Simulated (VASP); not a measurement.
# Pd (Im-3m) in VASP: a series of runs

Pd is run at these levels: r2SCAN; tasks: single point, relaxation of cell and atoms.

All numbers are computed with VASP 6.6.1; they aren't measurements. Logs are shortened: lines on timing, memory, paths and dates and some standing lists are left out, and cuts for length are marked.

### 1 The cell of the first run

The structure is cubic, space group Im-3m (No. 229). The conventional cell has a = 3.110 Å, b = 3.110 Å, c = 3.110 Å, α = 90.00°, β = 90.00°, γ = 90.00°. Within 3.6 Å of Pd (site symmetry m-3m) lie 14 Pd at 2.69 to 3.11 Å.

This isn't the form of Pd at room conditions, which is fcc.

### 2 Single point, r2SCAN, collinear spin

POSCAR

```
Pd
1.0
   -1.5552217449      1.5552217449      1.5552217449
    1.5552217449     -1.5552217449      1.5552217449
    1.5552217449      1.5552217449     -1.5552217449
Pd
1
Direct
    0.0000000000      0.0000000000      0.0000000000
```

INCAR.step1

```
PREC = Accurate ; ENCUT = 520
ISMEAR = -1 ; SIGMA = 0.05
LREAL = F ; LASPH = T
NELM = 150 ; ISPIN = 2
MAGMOM = 0.5 ; LMAXMIX = 4
NBANDS = 15 ; GGA = PE
ALGO = Normal ; EDIFF = 1E-4
LWAVE = T ; LCHARG = F
```

INCAR.step2

```
PREC = Accurate ; ENCUT = 520
EDIFF = 1E-6 ; ISMEAR = -1
SIGMA = 0.05 ; LREAL = F
LASPH = T ; NELM = 150
ALGO = Normal ; ISIF = 2
LWAVE = F ; LCHARG = F
ISPIN = 2 ; MAGMOM = 0.5
LORBIT = 11 ; LMAXMIX = 4
METAGGA = R2SCAN ; LMIXTAU = T
NBANDS = 15 ; ISTART = 1
```

KPOINTS

```
Automatic mesh
0
Gamma
  23 23 23
```

Potentials or basis: VASP PAW PBE potentials, release 64 (Pd).

Command:

```sh
$ cat potpaw_PBE.64/Pd/POTCAR > POTCAR
$ cp INCAR.step1 INCAR
$ mpirun -np 1 vasp_std > vasp.out
$ cp INCAR.step2 INCAR
$ mpirun -np 1 vasp_std > vasp.out
```

OUTCAR:

```text
PREC = Accurate
   ENCUT = 520
   EDIFF = 1E-6
   ISMEAR = -1
   LREAL = F
   LASPH = T
   NELM = 150
   ISIF = 2
   ISPIN = 2
   LORBIT = 11
   METAGGA = R2SCAN
   ISTART = 1

 ion  position               nearest neighbor table
   1  0.000  0.000  0.000-

  LATTYP: Found a body centered cubic cell.
 ALAT       =     3.1104434898

  Lattice vectors:

 A1 = (  -1.5552217449,   1.5552217449,   1.5552217449)
 A2 = (   1.5552217449,  -1.5552217449,   1.5552217449)
 A3 = (   1.5552217449,   1.5552217449,  -1.5552217449)

Analysis of symmetry for initial positions (statically):
=====================================================================
 Subroutine PRICEL returns:
 Original cell was already a primitive cell.

 Routine SETGRP: Setting up the symmetry group for a
 body centered cubic supercell.

 Subroutine GETGRP returns: Found 48 space group operations
 (whereof 48 operations were pure point group operations)
 out of a pool of 48 trial point group operations.

The static configuration has the point symmetry O_h .

Analysis of symmetry for dynamics (positions and initial velocities):
=====================================================================
 Subroutine PRICEL returns:
 Original cell was already a primitive cell.

 Routine SETGRP: Setting up the symmetry group for a
 body centered cubic supercell.

 Subroutine GETGRP returns: Found 48 space group operations
 (whereof 48 operations were pure point group operations)
 out of a pool of 48 trial point group operations.

The dynamic configuration has the point symmetry O_h .

Analysis of structural, dynamic, and magnetic symmetry:
=====================================================================
 Subroutine PRICEL returns:
 Original cell was already a primitive cell.

 Routine SETGRP: Setting up the symmetry group for a
 body centered cubic supercell.

 Subroutine GETGRP returns: Found 48 space group operations
 (whereof 48 operations were pure point group operations)
 out of a pool of 48 trial point group operations.

The overall configuration has the point symmetry O_h .

 Subroutine INISYM returns: Found 48 space group operations
 (whereof 48 operations are pure point group operations),
 and found     1 'primitive' translations

----------------------------------------------------------------------------------------

                                     Primitive cell

  volume of cell :      15.0466

  direct lattice vectors                    reciprocal lattice vectors
    -1.555221745  1.555221745  1.555221745     0.000000000  0.321497562  0.321497562
     1.555221745 -1.555221745  1.555221745     0.321497562  0.000000000  0.321497562
     1.555221745  1.555221745 -1.555221745     0.321497562  0.321497562  0.000000000

  length of vectors
     2.693723079  2.693723079  2.693723079     0.454666213  0.454666213  0.454666213

  position of ions in fractional coordinates (direct lattice)
     0.000000000  0.000000000  0.000000000

  ion indices of the primitive-cell ions
   primitive index   ion index
                 1           1

----------------------------------------------------------------------------------------

 KPOINTS: Automatic mesh

Automatic generation of k-mesh.
 Grid dimensions read from file:
 generate k-points for:   23   23   23

 Generating k-lattice:

  Cartesian coordinates                     Fractional coordinates (reciprocal lattice)
     0.000000000  0.013978155  0.013978155     0.043478261  0.000000000  0.000000000
     0.013978155  0.000000000  0.013978155     0.000000000  0.043478261  0.000000000
     0.013978155  0.013978155  0.000000000     0.000000000  0.000000000  0.043478261

  Length of vectors
     0.019768096  0.019768096  0.019768096

  Shift w.r.t. Gamma in fractional coordinates (k-lattice)
     0.000000000  0.000000000  0.000000000

 Subroutine IBZKPT returns following result:
 ===========================================

 Found    364 irreducible k-points:

 Following reciprocal coordinates:
            Coordinates               Weight
  0.000000  0.000000  0.000000      1.000000
  0.043478  0.000000  0.000000     12.000000
  0.086957  0.000000  0.000000     12.000000
  0.130435  0.000000  0.000000     12.000000
  0.173913  0.000000  0.000000     12.000000
  0.217391  0.000000  0.000000     12.000000
[... 16 lines left out ...]
  0.478261  0.043478  0.000000     24.000000
  0.086957  0.086957  0.000000     24.000000
 [... further k-points ...]
   k-points           NKPTS =    364   k-points in BZ     NKDIM =    364   number of bands    NBANDS=     15
   number of dos      NEDOS =    301   number of ions     NIONS =      1
   total plane-waves  NPLWV =   8000
   dimension x,y,z NGX =    20 NGY =   20 NGZ =   20
   dimension x,y,z NGXF=    40 NGYF=   40 NGZF=   40
   ions per type =               1
   NGX,Y,Z   is equivalent  to a cutoff of  12.34, 12.34, 12.34 a.u.
   NGXF,Y,Z  is equivalent  to a cutoff of  24.69, 24.69, 24.69 a.u.
 SYSTEM =  unknown system
   PREC   = accura    normal or accurate (medium, high low for compatibility)
   ISTART =      1    job   : 0-new  1-cont  2-samecut
   ICHARG =      0    charge: 1-file 2-atom 10-const
   ISPIN  =      2    spin polarized calculation?
   LNONCOLLINEAR =      F non collinear calculations
   LSORBIT =      F    spin-orbit coupling
   LASPH  =      T    aspherical Exc in radial PAW
   ENCUT  =  520.0 eV  38.22 Ry    6.18 a.u.   5.01  5.01  5.01*2*pi/ulx,y,z
   NELM   =    150;   NELMIN=  2; NELMDL=  0     # of ELM steps
   EDIFF  = 0.1E-05   stopping-criterion for ELM
   LREAL  =      F    real-space projection
   EDIFFG = 0.1E-04   stopping-criterion for IOM
   NSW    =      0    number of steps for IOM
   IBRION =     -1    ionic relax: 0-MD 1-quasi-New 2-CG
   NFREE  =      0    steps in history (QN), initial steepest desc. (CG)
   ISIF   =      2    stress and relaxation
   ISYM   =      2    0-nonsym 1-usesym 2-fastsym
   POTIM  = 0.5000    time-step for ionic-motion
   TEBEG  =    0.0;   TEEND  =   0.0 temperature during run
   PSTRESS=    0.0 pullay stress
   NELECT =      10.0000    total number of electrons
   NUPDOWN=      -1.0000    fix difference up-down
   EMIN   =  10.00;   EMAX   =-10.00  energy-range for DOS
   EFERMI =   0.00;   METHOD = LEGACY
   ISMEAR =    -1;   SIGMA  =   0.05  broadening in eV -4-tet -1-fermi 0-gaus
   EFERMI_NEDOS =   21; number of points for ismear=-14 and -15
   IALGO  =     38    algorithm
   IMIX   =      4    mixing-type and parameters
     AMIX     =   0.40;   BMIX     =  1.00
     AMIX_MAG =   1.60;   BMIX_MAG =  1.00
  volume/ion in A,a.u.               =      15.05       101.54
  Fermi-wavevector in a.u.,A,eV,Ry     =   1.428661  2.699778 27.770473  2.041072
  Thomas-Fermi vector in A             =   2.548699
   LORBIT       =     11    0 simple, 1 ext, 2 COOP (PROOUT), +10 PAW based schemes
   METAGGA = R2SCAN    functional components
   LHFCALC =     F    Hartree Fock is set to
   AEXX    =    0.0000 exact exchange contribution
   IVDW    =     0    specifies the selected vdW correction
   LEPSILON=     F    determine dielectric tensor
   LRPA    =     F    only Hartree local field effects (RPA)
 spin polarized calculation
  energy-cutoff  :      520.00
  volume of cell :       15.05
 maximum number of plane-waves:       420
   NGX =  9   NGY =  9   NGZ =  9

 number of electron      10.0000004 magnetization      -0.0000209

 Free energy of the ion-electron system (eV)
  ---------------------------------------------------
  ext. energy  EPLUGINS =         0.00000000
  ---------------------------------------------------
  free energy    TOTEN  =       -22.91077413 eV

  energy without entropy =      -22.90088337  energy(sigma->0) =      -22.90582875

 E-fermi :   9.2900     XC(G=0): -13.9695

 val. band max:        9.2848615824   @ k =  -0.3913  -0.4783   0.1739
 cond. band min:       9.2939862879   @ k =  -0.4783   0.4783   0.4348
 fundamental gap:      0.0091247056
 Fermi energy:         9.2900416907

 spin component 1

 k-point     1 :       0.0000    0.0000    0.0000
  band No.  band energies     occupation
      1       2.2689      1.00000
      2       6.3262      1.00000
      3       6.3262      1.00000
      4       6.3262      1.00000
      5       8.2715      1.00000
      6       8.2715      1.00000
      7      29.5998      0.00000
      8      29.5998      0.00000
      9      29.5998      0.00000
     10      31.9432      0.00000
     11      38.1828      0.00000
     12      38.1828      0.00000
     13      39.4703      0.00000
     14      39.4703      0.00000
     15      39.4703      0.00000
[... 397 lines left out ...]
 k-point    24 :       0.0870    0.0870    0.0000
  band No.  band energies     occupation
      1       3.1081      1.00000
      2       6.1240      1.00000
      3       6.2163      1.00000
      4       6.9893      1.00000
      5       7.9930      1.00000
      6       8.3223      1.00000
      7      28.6757      0.00000
      8      29.3739      0.00000
      9      30.3630      0.00000
     10      31.9084      0.00000
     11      34.5013      0.00000
     12      35.3074      0.00000
     13      37.2318      0.00000
     14      40.5598      0.00000
     15      42.3595      0.00000

 [... further k-points ...]

 spin component 2

 k-point     1 :       0.0000    0.0000    0.0000
  band No.  band energies     occupation
      1       2.2689      1.00000
      2       6.3262      1.00000
      3       6.3262      1.00000
      4       6.3262      1.00000
      5       8.2715      1.00000
      6       8.2715      1.00000
      7      29.5998      0.00000
      8      29.5998      0.00000
      9      29.5998      0.00000
     10      31.9431      0.00000
     11      38.1828      0.00000
     12      38.1828      0.00000
     13      39.4703      0.00000
     14      39.4703      0.00000
     15      39.4703      0.00000
[... 397 lines left out ...]
 k-point    24 :       0.0870    0.0870    0.0000
  band No.  band energies     occupation
      1       3.1081      1.00000
      2       6.1240      1.00000
      3       6.2163      1.00000
      4       6.9893      1.00000
      5       7.9930      1.00000
      6       8.3223      1.00000
      7      28.6757      0.00000
      8      29.3739      0.00000
      9      30.3630      0.00000
     10      31.9084      0.00000
     11      34.5013      0.00000
     12      35.3074      0.00000
     13      37.2318      0.00000
     14      40.5598      0.00000
     15      42.3595      0.00000

 [... further k-points ...]
[... 5 lines left out ...]
  --------------------------------------------------------------------------------------
  -------------------------------------------------------------------------------------
  Total        0.0419843      0.0419843      0.0419843     -0.0000000     -0.0000000      0.0000000
  in kB        4.4705507      4.4705507      4.4705507     -0.0000000     -0.0000000      0.0000000
  external PRESSURE =       4.4705507 kB  Pullay stress =       0.0000000 kB

 VOLUME and BASIS-vectors are now :
 -----------------------------------------------------------------------------
  energy-cutoff  :      520.00
  volume of cell :       15.05
      direct lattice vectors                 reciprocal lattice vectors
    -1.555221745  1.555221745  1.555221745     0.000000000  0.321497562  0.321497562
     1.555221745 -1.555221745  1.555221745     0.321497562  0.000000000  0.321497562
     1.555221745  1.555221745 -1.555221745     0.321497562  0.321497562  0.000000000

 POSITION                                       TOTAL-FORCE (eV/Angst)
 -----------------------------------------------------------------------------------
      0.00000      0.00000      0.00000         0.000000     -0.000000     -0.000000
 -----------------------------------------------------------------------------------
    total drift:                                0.000000     -0.000000      0.000000

  FREE ENERGIE OF THE ION-ELECTRON SYSTEM (eV)
  ---------------------------------------------------
  free  energy   TOTEN  =       -22.9107741273 eV

  energy  without entropy=      -22.9008833651  energy(sigma->0) =      -22.90582875

 total charge

# of ion       s       p       d       tot
------------------------------------------
    1        0.503   0.432   8.516   9.450

 magnetization (x)

# of ion       s       p       d       tot
------------------------------------------
    1        0.000   0.000  -0.000  -0.000
```

Run time: 6.4 min. Hardware: 1 thread of AMD EPYC 7R13 (Zen 3), shared host; peak memory 0.2 GiB.

What came out:

| Item | Value |
| --- | --- |
| Free energy | -22.9108 eV |
| Pressure | 0.4 GPa |
| Band gap on the k mesh | zero (filled and empty bands overlap) |
| Net moment | 0.00 μB per cell |
| Valence electrons inside the program's atomic spheres | Pd 9.45 |

Levels at points of the mesh, in eV from the Fermi level:
Spin up:
```
           k point  band 1  band 2  band 3  band 4  band 5  band 6  band 7  band 8  band 9  band 10
(0.00, 0.00, 0.00)   -7.02   -2.96   -2.96   -2.96   -1.02   -1.02   20.31   20.31   20.31    22.65
```
Spin down:
```csv
k point,band 3,band 4,band 5,band 6,band 7,band 8
"(0.00, 0.00, 0.00)",-2.96,-2.96,-1.02,-1.02,20.31,20.31
```

Caveat: the PAW data sets were made with another functional, which shifts forces and pressure a little.

### 3 Single point, r2SCAN, non-collinear spin, typed start, spin-orbit coupling

POSCAR is that of step 2.

INCAR.step1

```
SYSTEM = Pd
  PREC = Accurate
  ENCUT = 520
  ISMEAR = -1
  SIGMA = 0.05
  LREAL = .False.
  LASPH = .True.
  NELM = 150
  MAGMOM = 0 0 0.5
  LSORBIT = .True.
  GGA_COMPAT = .False.
  LMAXMIX = 4
  NBANDS = 21
  GGA = PE
  ALGO = Normal
  EDIFF = 1E-4
  LWAVE = .True.
  LCHARG = .False.
```

INCAR.step2

```
SYSTEM = Pd
  PREC = Accurate
  ENCUT = 520
  EDIFF = 1E-7
  ISMEAR = -1
  SIGMA = 0.05
  LREAL = .False.
  LASPH = .True.
  NELM = 150
  ALGO = Normal
  ISIF = 2
  LWAVE = .False.
  LCHARG = .False.
  MAGMOM = 0 0 0.5
  LORBIT = 11
  LSORBIT = .True.
  GGA_COMPAT = .False.
  LORBMOM = .True.
  LMAXMIX = 4
  METAGGA = R2SCAN
  LMIXTAU = .True.
  NBANDS = 21
  ISTART = 1
```

KPOINTS

```
Automatic mesh
0
Gamma
  14 14 14
  0 0 0
```

Potentials or basis: VASP PAW PBE potentials, release 64 (Pd).

Command:

```sh
$ cat potpaw_PBE.64/Pd/POTCAR > POTCAR
$ cp INCAR.step1 INCAR
$ mpirun -np 1 vasp_ncl > vasp.out
$ cp INCAR.step2 INCAR
$ mpirun -np 1 vasp_ncl > vasp.out
```

It took 17 min on 1 thread of AMD EPYC 7R13 (Zen 3), shared host; peak memory 0.28 GiB.

The run converged. Its results:

| Item | Value |
| --- | --- |
| Free energy | -22.9438 eV |
| Pressure | 0.7 GPa |
| Net moment | 0.00 μB per cell |
| Valence electrons inside the program's atomic spheres | Pd 9.45 |

Moments on the atoms (μB; x, y, z):
```
Pd  0.00 0.00 0.00
```

Caveat: the PAW data sets were made with another functional, which shifts forces and pressure a little.

### 4 Relaxation of cell and atoms, r2SCAN, collinear spin

This run uses another cell than the first one, of 14.71 Å³/atom.

POSCAR

```
Pd
1.0
   -1.5436681530      1.5436681530      1.5436681530
    1.5436681530     -1.5436681530      1.5436681530
    1.5436681530      1.5436681530     -1.5436681530
Pd
1
Direct
    0.0000000000      0.0000000000      0.0000000000
```

INCAR.step1

```
SYSTEM = Pd
ALGO = Normal
EDIFF = 1E-4
ENCUT = 600
GGA = PE
ISMEAR = -1
ISPIN = 2
LASPH = .True.
LCHARG = .False.
LMAXMIX = 4
LREAL = .False.
LWAVE = .True.
MAGMOM = 0.5
NELM = 150
PREC = Accurate
SIGMA = 0.05
```

INCAR.step2

```
SYSTEM = Pd
ALGO = Normal
EDIFF = 1E-7
EDIFFG = -0.01
ENCUT = 600
IBRION = 2
ISIF = 3
ISMEAR = -1
ISPIN = 2
ISTART = 1
LASPH = .True.
LCHARG = .False.
LMAXMIX = 4
LMIXTAU = .True.
LORBIT = 11
LREAL = .False.
LWAVE = .False.
MAGMOM = 0.5
METAGGA = R2SCAN
NELM = 150
NSW = 80
PREC = Accurate
SIGMA = 0.05
```

KPOINTS

```
k-points
0
Gamma
  14 14 14
  0 0 0
```

Command:

```sh
$ cat potpaw_PBE.64/Pd/POTCAR > POTCAR
$ cp INCAR.step1 INCAR
$ mpirun -np 1 vasp_std > vasp.out
$ cp INCAR.step2 INCAR
$ mpirun -np 1 vasp_std > vasp.out
```

Wall time 5.5 min (1 thread of AMD EPYC 7R13 (Zen 3), shared host); peak memory 0.15 GiB.

The run converged. Its results:

| Property | Result |
| --- | --- |
| Free energy | -22.9038 eV |
| Relaxed volume | 15.10 Å³/atom |
| Relaxed cell | a = 2.697 Å, b = 2.697 Å, c = 2.697 Å, α = 109.47°, β = 109.47°, γ = 109.47° |
| Space group after relaxing (to 0.1 Å) | Im-3m (No. 229) |
| Energy gained by relaxing | 5.9 meV/atom |
| Ionic steps | 3 |
| Pressure after relaxing | 0.0 GPa |
| Band gap on the k mesh | zero (filled and empty bands overlap) |
| Net moment | 0.00 μB per cell |
| Valence electrons inside the program's atomic spheres | Pd 9.45 |

Step by step:
```csv
step,energy change (eV),largest force (eV/Å),pressure (GPa),volume (Å³)
1,0.0000,0.0000,5.04,14.71
2,0.0074,0.0000,-6.53,15.72
3,-0.0059,0.0000,-0.01,15.10
```

Final structure:
```cif
data_structure
_symmetry_space_group_name_H-M 'P 1'
_symmetry_Int_Tables_number 1
_cell_length_a 2.6970
_cell_length_b 2.6970
_cell_length_c 2.6970
_cell_angle_alpha 109.471
_cell_angle_beta 109.471
_cell_angle_gamma 109.471
_cell_volume 15.10
loop_
_atom_site_label
_atom_site_type_symbol
_atom_site_fract_x
_atom_site_fract_y
_atom_site_fract_z
_atom_site_occupancy
Pd1 Pd 0.00000 0.00000 0.00000 1
```

Levels at points of the mesh, in eV from the Fermi level:
Spin up:
```
           k point  band 1  band 2  band 3  band 4  band 5  band 6  band 7  band 8  band 9
(0.00, 0.00, 0.00)   -6.99   -2.94   -2.94   -2.94   -1.01   -1.01   20.30   20.30   20.30
(0.50, 0.00, 0.00)   -5.26   -4.14   -1.06   -0.78    0.61    1.72    8.17   15.88   18.52
(0.50, 0.50, 0.50)   -5.24   -5.24    0.22    0.22    0.22    9.72    9.72    9.72   18.15
```
Spin down:
```csv
k point,band 2,band 3,band 4,band 5,band 6,band 7,band 8,band 9
"(0.00, 0.00, 0.00)",-2.94,-2.94,-2.94,-1.01,-1.01,20.30,20.30,20.30
"(0.50, 0.00, 0.00)",-4.14,-1.06,-0.78,0.61,1.72,8.17,15.88,18.52
"(0.50, 0.50, 0.50)",-5.24,0.22,0.22,0.22,9.72,9.72,9.72,18.15
```

Caveat: the PAW data sets were made with another functional, which shifts forces and pressure a little.

### 5 The runs side by side

```csv
task,spin,cell,k mesh,cutoff (eV),gap on the mesh (eV),pressure (GPa),moment (μB)
single point,collinear,"a = 2.694 Å, angles 109.5°, 1 atom",23 × 23 × 23,520,none,0.4,0.00
single point,"non-collinear, typed start, SOC","a = 2.694 Å, angles 109.5°, 1 atom",14 × 14 × 14,520,-,0.7,0.00
relaxation of cell and atoms,collinear,"relaxed from a = 2.674 Å, angles 109.5°, 1 atom",14 × 14 × 14,600,none,0.0,0.00
```

Alike in all rows: level r2SCAN; potentials or basis VASP PAW PBE potentials, release 64 (Pd); smearing fermi-dirac 0.05 eV.

Caveats: the PAW data sets were made with another functional, which shifts forces and pressure a little.

Absolute energies hang on the potentials; compare differences alone.
